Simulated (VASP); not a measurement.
The system is SrVO3.

```
Sr V O
1.0
     3.84090    0.00000    0.00000
     0.00000    3.84090    0.00000
     0.00000    0.00000    3.84090
Sr V O
1 1 3
Direct
  0.50000 0.50000 0.50000
  0.00000 0.00000 0.00000
  0.00000 0.00000 0.50000
  0.00000 0.50000 0.00000
  0.50000 0.00000 0.00000
```

Base run:

```yaml
Program: VASP 6.6.1
Functional: PBE
Potentials_or_basis: VASP PAW PBE potentials, release 64 (Sr_sv, V_sv, O)
Cutoff: 520 eV
k_mesh: 7 × 7 × 7
Occupations: fermi-dirac, width 0.05 eV
Spin: collinear spin, ferromagnetic start
Starting_moments: "[0.0, 2.0, 0.0, 0.0, 0.0] μB"
```

Its results: pressure 3.2 GPa; net moment 0.00 μB per cell.

**Question.** The run is repeated on the same cell with these changes: functional from PBE to LDA; potentials or basis from VASP PAW PBE potentials, release 64 (Sr_sv, V_sv, O) to VASP PAW LDA potentials, release 64 (Sr_sv, V_sv, O). What comes out?

**Answer.** Pressure -9.4 GPa; net moment 0.00 μB per cell.

Caveats: the moments typed at the start vanished in this run; the cell stands under pressure (at least some runs); the cell stands under tension (at least some runs).
